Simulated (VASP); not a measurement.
# TbGa2O3 (C2/m) in VASP: relaxation of cell and atoms with PBE

Aim: the relaxation of cell and atoms of TbGa2O3 with PBE.

Everything below comes from runs of VASP 6.6.1. Logs are shortened: lines on timing, memory, paths and dates and some standing lists are left out, and cuts for length are marked.

**1. The cell of the first run**

It takes space group C2/m (No. 12, monoclinic). Conventional cell: a = 5.566 Å, b = 9.610 Å, c = 3.217 Å, α = 90.00°, β = 90.35°, γ = 90.00°. Within 4.2 Å of Tb (site symmetry 2/m) lie 6 Ga at 3.20 to 3.23 Å and 12 O at 3.20 to 3.22 Å and 2 Tb at 3.22 Å. Ga (site symmetry 2) has 6 O at 2.25 to 2.29 Å within 3.0 Å. Within 3.0 Å of O (site symmetry 2/m) lie 4 Ga at 2.25 Å and 4 O at 2.78 Å. O (site symmetry -1) has 4 Ga at 2.28 to 2.29 Å and 4 O at 2.78 Å within 3.0 Å.

The cell was generated, and may not be a known phase.

**2. Relaxation of cell and atoms, PBE**

Contents of INCAR:

```
  PREC = Accurate
  ENCUT = 600
  EDIFF = 1E-7
  ISMEAR = 0
  SIGMA = 0.2
  LREAL = F
  LASPH = T
  NELM = 200
  ALGO = Normal
  ISIF = 3
  LWAVE = F
  LCHARG = F
  GGA = PE
  IBRION = 2
  NSW = 36
  EDIFFG = -0.08
  GGA_COMPAT = F
  NELMIN = 4
  LMAXMIX = 6
```

Contents of KPOINTS:

```
Automatic mesh
0
Gamma
  4 4 5
```

Contents of POSCAR:

```
TbGa2O3
1.0
    2.7831470500     -4.8047986500      0.0000000000
    2.7831470500      4.8047986500      0.0000000000
   -0.0196538400      0.0000000000      3.2173370000
Tb Ga O
1 2 3
Direct
    0.0000000000      0.0000000000      0.0000000000
    0.6639999900      0.3360000100      0.0000000000
    0.3360000100      0.6639999900      0.0000000000
    0.5000000000      0.5000000000      0.5000000000
    0.0000000000      0.5000000000      0.5000000000
    0.5000000000      0.0000000000      0.5000000000
```

Potentials or basis: VASP PAW PBE potentials, release 64 (Tb_3, Ga_d, O), 4f in core.

Command:

```
> cat potpaw_PBE.64/Tb_3/POTCAR potpaw_PBE.64/Ga_d/POTCAR potpaw_PBE.64/O/POTCAR > POTCAR
> mpirun -np 1 vasp_std > vasp.out
```

OUTCAR:

```text
PREC = Accurate
   ENCUT = 600
   EDIFF = 1E-7
   ISMEAR = 0
   LREAL = F
   LASPH = T
   NELM = 200
   ISIF = 3
   GGA = PE
   IBRION = 2
   NSW = 36
   EDIFFG = -0.08
   NELMIN = 4

 ion  position               nearest neighbor table
   1  0.000  0.000  0.000-   2 3.20   3 3.20   2 3.20   3 3.20   2 3.23   3 3.23
   2  0.664  0.336  0.000-   4 2.25   4 2.25   5 2.28   6 2.28   5 2.29   6 2.29   1 3.20   1 3.20
                             1 3.23
   3  0.336  0.664  0.000-   4 2.25   4 2.25   6 2.28   5 2.28   5 2.29   6 2.29   1 3.20   1 3.20
                             1 3.23
   4  0.500  0.500  0.500-   2 2.25   3 2.25   2 2.25   3 2.25
   5  0.000  0.500  0.500-   3 2.28   2 2.28   2 2.29   3 2.29
   6  0.500  0.000  0.500-   2 2.28   3 2.28   2 2.29   3 2.29

  LATTYP: Found a base centered monoclinic cell.
 ALAT       =     5.5662941000
 B/A-ratio  =     1.7263905082
 C/A-ratio  =     0.5780141997
 COS(beta)  =    -0.0061086151

  Lattice vectors:

 A1 = (   2.7831470500,  -4.8047986500,   0.0000000000)
 A2 = (   2.7831470500,   4.8047986500,   0.0000000000)
 A3 = (  -0.0196538400,   0.0000000000,   3.2173370000)

Analysis of symmetry for initial positions (statically):
=====================================================================
 Subroutine PRICEL returns:
 Original cell was already a primitive cell.

 Routine SETGRP: Setting up the symmetry group for a
 base centered monoclinic supercell.

 Subroutine GETGRP returns: Found  4 space group operations
 (whereof  4 operations were pure point group operations)
 out of a pool of  4 trial point group operations.

The static configuration has the point symmetry C_2h.

Analysis of symmetry for dynamics (positions and initial velocities):
=====================================================================
 Subroutine PRICEL returns:
 Original cell was already a primitive cell.

 Routine SETGRP: Setting up the symmetry group for a
 base centered monoclinic supercell.

 Subroutine GETGRP returns: Found  4 space group operations
 (whereof  4 operations were pure point group operations)
 out of a pool of  4 trial point group operations.

The dynamic configuration has the point symmetry C_2h.

 Subroutine INISYM returns: Found  4 space group operations
 (whereof  4 operations are pure point group operations),
 and found     1 'primitive' translations

----------------------------------------------------------------------------------------

                                     Primitive cell

  volume of cell :      86.0474

  direct lattice vectors                    reciprocal lattice vectors
     2.783147050 -4.804798650  0.000000000     0.179652742 -0.104062633  0.001097450
     2.783147050  4.804798650  0.000000000     0.179652742  0.104062633  0.001097450
    -0.019653840  0.000000000  3.217337000     0.000000000  0.000000000  0.310816057

  length of vectors
     5.552656803  5.552656803  3.217397029     0.207618265  0.207618265  0.310816057

  position of ions in fractional coordinates (direct lattice)
     0.000000000  0.000000000  0.000000000
     0.663999990  0.336000010  0.000000000
     0.336000010  0.663999990  0.000000000
     0.500000000  0.500000000  0.500000000
     0.000000000  0.500000000  0.500000000
     0.500000000  0.000000000  0.500000000

  ion indices of the primitive-cell ions
   primitive index   ion index
                 1           1
                 2           2
                 3           3
                 4           4
                 5           5
                 6           6

----------------------------------------------------------------------------------------

 KPOINTS: Automatic mesh

Automatic generation of k-mesh.
 Grid dimensions read from file:
 generate k-points for:    4    4    5

 Generating k-lattice:

  Cartesian coordinates                     Fractional coordinates (reciprocal lattice)
     0.044913186 -0.026015658  0.000274362     0.250000000  0.000000000 -0.000000000
     0.044913186  0.026015658  0.000274362     0.000000000  0.250000000 -0.000000000
     0.000000000  0.000000000  0.062163211     0.000000000  0.000000000  0.200000000

  Length of vectors
     0.051904566  0.051904566  0.062163211

  Shift w.r.t. Gamma in fractional coordinates (k-lattice)
     0.000000000  0.000000000  0.000000000

 Subroutine IBZKPT returns following result:
 ===========================================

 Found     27 irreducible k-points:

 Following reciprocal coordinates:
            Coordinates               Weight
  0.000000  0.000000  0.000000      1.000000
  0.250000 -0.000000  0.000000      4.000000
  0.500000 -0.000000  0.000000      2.000000
  0.250000  0.250000  0.000000      2.000000
  0.500000  0.250000  0.000000      4.000000
 -0.250000  0.250000  0.000000      2.000000
[... 16 lines left out ...]
  0.500000  0.250000  0.400000      4.000000
 -0.250000  0.250000  0.400000      4.000000
 [... further k-points ...]
   k-points           NKPTS =     27   k-points in BZ     NKDIM =     27   number of bands    NBANDS=     31
   number of dos      NEDOS =    301   number of ions     NIONS =      6
   total plane-waves  NPLWV =  64512
   dimension x,y,z NGX =    48 NGY =   48 NGZ =   28
   dimension x,y,z NGXF=    96 NGYF=   96 NGZF=   56
   ions per type =               1   2   3
   NGX,Y,Z   is equivalent  to a cutoff of  14.37, 14.37, 14.47 a.u.
   NGXF,Y,Z  is equivalent  to a cutoff of  28.74, 28.74, 28.94 a.u.
 SYSTEM =  unknown system
   PREC   = accura    normal or accurate (medium, high low for compatibility)
   ISTART =      0    job   : 0-new  1-cont  2-samecut
   ICHARG =      2    charge: 1-file 2-atom 10-const
   ISPIN  =      1    spin polarized calculation?
   LNONCOLLINEAR =      F non collinear calculations
   LSORBIT =      F    spin-orbit coupling
   LASPH  =      T    aspherical Exc in radial PAW
   ENCUT  =  600.0 eV  44.10 Ry    6.64 a.u.  11.09 11.09  6.43*2*pi/ulx,y,z
   NELM   =    200;   NELMIN=  4; NELMDL= -5     # of ELM steps
   EDIFF  = 0.1E-06   stopping-criterion for ELM
   LREAL  =      F    real-space projection
   EDIFFG = -.8E-01   stopping-criterion for IOM
   NSW    =     36    number of steps for IOM
   IBRION =      2    ionic relax: 0-MD 1-quasi-New 2-CG
   NFREE  =      1    steps in history (QN), initial steepest desc. (CG)
   ISIF   =      3    stress and relaxation
   ISYM   =      2    0-nonsym 1-usesym 2-fastsym
   POTIM  = 0.5000    time-step for ionic-motion
   TEBEG  =    0.0;   TEEND  =   0.0 temperature during run
   PSTRESS=    0.0 pullay stress
   NELECT =      53.0000    total number of electrons
   NUPDOWN=      -1.0000    fix difference up-down
   EMIN   =  10.00;   EMAX   =-10.00  energy-range for DOS
   EFERMI =   0.00;   METHOD = LEGACY
   ISMEAR =     0;   SIGMA  =   0.20  broadening in eV -4-tet -1-fermi 0-gaus
   EFERMI_NEDOS =   21; number of points for ismear=-14 and -15
   IALGO  =     38    algorithm
   IMIX   =      4    mixing-type and parameters
     AMIX     =   0.40;   BMIX     =  1.00
     AMIX_MAG =   1.60;   BMIX_MAG =  1.00
  volume/ion in A,a.u.               =      14.34        96.78
  Fermi-wavevector in a.u.,A,eV,Ry     =   1.392903  2.632205 26.397728  1.940178
  Thomas-Fermi vector in A             =   2.516601
   LORBIT       =      0    0 simple, 1 ext, 2 COOP (PROOUT), +10 PAW based schemes
   GGA     = PE    functional components
   LHFCALC =     F    Hartree Fock is set to
   AEXX    =    0.0000 exact exchange contribution
   IVDW    =     0    specifies the selected vdW correction
   LEPSILON=     F    determine dielectric tensor
   LRPA    =     F    only Hartree local field effects (RPA)
 conjugate gradient relaxation of ions
 non-spin polarized calculation
 Gauss-broadening in eV      SIGMA  =   0.20
  energy-cutoff  :      600.00
  volume of cell :       86.05
 maximum number of plane-waves:      2889
 NGX is ok and might be reduce to    48
   NGX = 23   NGY = 23   NGZ = 13

--------------------------------------- Ionic step        1  -------------------------------------------

 number of electron      53.0000004 magnetization

 Free energy of the ion-electron system (eV)
  ---------------------------------------------------
  ext. energy  EPLUGINS =         0.00000000
  ---------------------------------------------------
  free energy    TOTEN  =       -30.20395706 eV

  energy without entropy =      -30.12826886  energy(sigma->0) =      -30.16611296

------------------------ aborting loop because EDIFF is reached ----------------------------------------

  FORCE on cell =-STRESS in cart. coord.  units (eV):
  Direction    XX          YY          ZZ          XY          YZ          ZX
  --------------------------------------------------------------------------------------
  -------------------------------------------------------------------------------------
  Total       -1.4744723     -1.5053643     -9.4259715      0.0000000      0.0000000     -0.1085181
  in kB      -27.4542326    -28.0294321   -175.5087648      0.0000000      0.0000000     -2.0205737
  external PRESSURE =     -76.9974765 kB  Pullay stress =       0.0000000 kB
[... 225 lines left out ...]
  energy  without entropy=      -30.4854623873  energy(sigma->0) =      -30.52315967

--------------------------------------- Ionic step        7  -------------------------------------------

 number of electron      53.0000007 magnetization

 Free energy of the ion-electron system (eV)
  ---------------------------------------------------
  ext. energy  EPLUGINS =         0.00000000
  ---------------------------------------------------
  free energy    TOTEN  =       -30.56564394 eV

  energy without entropy =      -30.49656943  energy(sigma->0) =      -30.53110669

 E-fermi :   6.4990     XC(G=0): -11.4156

 val. band max:        6.4299676534   @ k =   0.0000   0.0000   0.2000
 cond. band min:       6.5695956105   @ k =  -0.2500   0.0000   0.2000
 fundamental gap:      0.1396279571
 Fermi energy:         6.4990024578

 k-point     1 :       0.0000    0.0000    0.0000
  band No.  band energies     occupation
      1     -17.6859      2.00000
      2     -17.6852      2.00000
      3     -16.6021      2.00000
      4     -14.1344      2.00000
      5     -12.9431      2.00000
      6     -12.9365      2.00000
[... 805 lines left out ...]
     30       7.8660      0.00000
     31       8.0858      0.00000

 [... further k-points ...]

------------------------ aborting loop because EDIFF is reached ----------------------------------------

  FORCE on cell =-STRESS in cart. coord.  units (eV):
  Direction    XX          YY          ZZ          XY          YZ          ZX
  --------------------------------------------------------------------------------------
  -------------------------------------------------------------------------------------
  Total       -0.1178379     -0.1178130     -0.0015134      0.0000000      0.0000000     -0.3908432
  in kB       -2.3619711     -2.3614706     -0.0303351      0.0000000      0.0000000     -7.8341525
  external PRESSURE =      -1.5845923 kB  Pullay stress =       0.0000000 kB
[... 21 lines left out ...]
  FREE ENERGIE OF THE ION-ELECTRON SYSTEM (eV)
  ---------------------------------------------------
  free  energy   TOTEN  =       -30.5656439439 eV

  energy  without entropy=      -30.4965694288  energy(sigma->0) =      -30.53110669

 reached required accuracy - stopping structural energy minimisation
```

Wall time 6 min (1 thread of Intel Xeon 6975P-C (Granite Rapids), shared host); peak memory 0.31 GiB.

What came out:

```yaml
Free_energy: -30.5656 eV
Relaxed_volume: 13.32 Å³/atom
Relaxed_cell: a = 5.590 Å, b = 5.590 Å, c = 2.951 Å, α = 90.56°, β = 90.56°, γ = 119.90°
Space_group_after_relaxing_to_0.1_Å: C2/m (No. 12)
Energy_gained_by_relaxing: 60.3 meV/atom
Ionic_steps: 7
Pressure_after_relaxing: -0.2 GPa
Largest_force_after_relaxing: 0.018 eV/Å
Band_gap_on_the_k_mesh: zero (an odd number of electrons rules out a gap without spin polarisation)
```

Forces in eV/Å, atoms in the order of the input:
```
Tb   0.000  0.000  0.000
Ga   0.000  0.018  0.000
Ga   0.000 -0.018  0.000
O    0.000  0.000  0.000
O    0.000  0.000  0.000
O    0.000  0.000  0.000
```

Step by step:
```
step  energy change (eV)  largest force (eV/Å)  pressure (GPa)  volume (Å³)
   1              0.0000                0.1584           -7.70        86.05
   2             -0.3266                0.1742            2.92        77.63
   3             -0.3323                0.1721            1.56        78.55
   4             -0.3323                0.1718            1.35        78.70
   5             -0.3522                0.0995            0.11        79.70
   6             -0.3569                0.0364           -0.88        80.51
   7             -0.3617                0.0184           -0.16        79.93
```

Final structure:
```
Tb Ga O
1.0
     2.79949   -4.83890   -0.01774
     2.79949    4.83890   -0.01774
    -0.03916    0.00000    2.95054
Tb Ga O
1 2 3
Direct
  0.00000 0.00000 0.00000
  0.66679 0.33321 0.00000
  0.33321 0.66679 0.00000
  0.50000 0.50000 0.50000
  0.00000 0.50000 0.50000
  0.50000 0.00000 0.50000
```

Levels at points of the mesh, in eV from the Fermi level:
```
           k point  band 24  band 25  band 26  band 27  band 28  band 29  band 30  band 31
(0.00, 0.00, 0.00)    -3.58    -3.57    -3.44    -2.31    -0.46    -0.45     2.54     3.41
(0.50, 0.00, 0.00)    -3.65    -3.62    -1.92    -1.12    -0.51     1.75     2.07     2.72
(0.50, 0.50, 0.00)    -3.67    -3.62    -1.92    -1.12    -0.51     1.76     2.06     2.71
```

Caveat: the k points lie up to 0.43 Å⁻¹ apart in the final cell, too coarse for converged energies and pressures of a metal; spin-orbit coupling is left out, which moves the levels of the heavy elements; the 4f electrons are frozen in the core, so they carry no moment and show no levels; an odd number of electrons without spin polarisation forces a metal; a magnetic or distorted state may lie lower; the run has no spin polarisation, though such a crystal can be magnetic. Spin polarisation is off, so any magnetic state and its effect on volume and gap are missing.

The gap in the log of VASP goes by the Fermi energy; the results here count the filled bands.